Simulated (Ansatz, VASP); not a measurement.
Given: the input of a run of VASP 6.6.1 on PbO.

The input INCAR:

```
  PREC = Accurate
  ENCUT = 520
  EDIFF = 1E-7
  ISMEAR = -1
  SIGMA = 0.05
  LREAL = False
  LASPH = True
  NELM = 100
  ALGO = Normal
  ISIF = 2
  LWAVE = False
  LCHARG = True
  GGA = PS
  LELF = True
  LVHAR = True
  NBANDS = 50
```

Contents of KPOINTS:

```
Automatic mesh
0
Gamma
  5 5 6
```

Contents of POSCAR:

```
PbO
1.0
    5.9912449446      0.0000000000      0.0000000000
    0.0000000000      5.5833998156      0.0000000000
    0.0000000000      0.0000000000      4.8360236167
Pb O
4 4
Direct
    0.7690000000      0.5140000000      0.2500000000
    0.2310000000      0.4860000000      0.7500000000
    0.7690000000      0.9860000000      0.7500000000
    0.2310000000      0.0140000000      0.2500000000
    0.1320000000      0.5820000000      0.2500000000
    0.8680000000      0.4180000000      0.7500000000
    0.1320000000      0.9180000000      0.7500000000
    0.8680000000      0.0820000000      0.2500000000
```

Potentials or basis: VASP PAW PBE potentials, release 64 (Pb_d, O).

Command:

```sh
$ cat potpaw_PBE.64/Pb_d/POTCAR potpaw_PBE.64/O/POTCAR > POTCAR
$ mpirun -np 1 vasp_std > vasp.out
```

Question: Translate it to Ansatz 0.2.0. Potentials there: Ansatz PAW.

Answer: As run (the cutoff follows the program's own potentials):

The input input.yaml:

```yaml
crystal:
  lattice:
    - [5.9912449446, 0.0, 0.0]
    - [0.0, 5.5833998156, 0.0]
    - [0.0, 0.0, 4.8360236167]
  atoms:
    - { symbol: Pb, position: [0.769, 0.514, 0.25] }
    - { symbol: Pb, position: [0.231, 0.486, 0.75] }
    - { symbol: Pb, position: [0.769, 0.986, 0.75] }
    - { symbol: Pb, position: [0.231, 0.014, 0.25] }
    - { symbol: O, position: [0.132, 0.582, 0.25] }
    - { symbol: O, position: [0.868, 0.418, 0.75] }
    - { symbol: O, position: [0.132, 0.918, 0.75] }
    - { symbol: O, position: [0.868, 0.082, 0.25] }
hamiltonian:
  xc: pbesol
  pseudopotentials: { kind: paw }
kpoints:
  mp_grid: { grid: [5, 5, 6] }
scf:
  occupations: { method: fermi_dirac, width: 0.05 }
output:
  forces: true
  stress: true
  eigenvalues: true
```

Potentials or basis: Ansatz PAW.

Launch:

```sh
$ ansatz run input.yaml --threads 4 --pin off --max-ram 11264MiB --backend cpu --events-out ev --progress --plain --runs-dir out
```

Both were run:

|  | VASP | Ansatz | Ansatz less VASP |
| --- | --- | --- | --- |
| gap on the k mesh at the Fermi level (eV) | 1.81 | 1.82 | +0.003 |
| least direct gap on the mesh (eV) | 2.00 | 2.00 | +0.002 |
| pressure (GPa) | -5.9 | -6.0 | -0.02 |
| traceless stress, the component that is largest in VASP (GPa) | 2.96 | 2.81 | -0.143 |
| rms of the force components (eV/Å) | 0.569 | 0.575 | +0.0059 |

VASP's potentials were made for PBE, not for PBEsol. Atom by atom the forces differ by 0.019 eV/Å (rms over components). The functional is the same, so the differences come from potentials, cutoffs and numerics.

Spin-orbit coupling is off throughout. Noted on Ansatz's run: odd divisions of the mesh miss points on the zone boundary, where band edges often lie, so the gap on the mesh can be too wide.
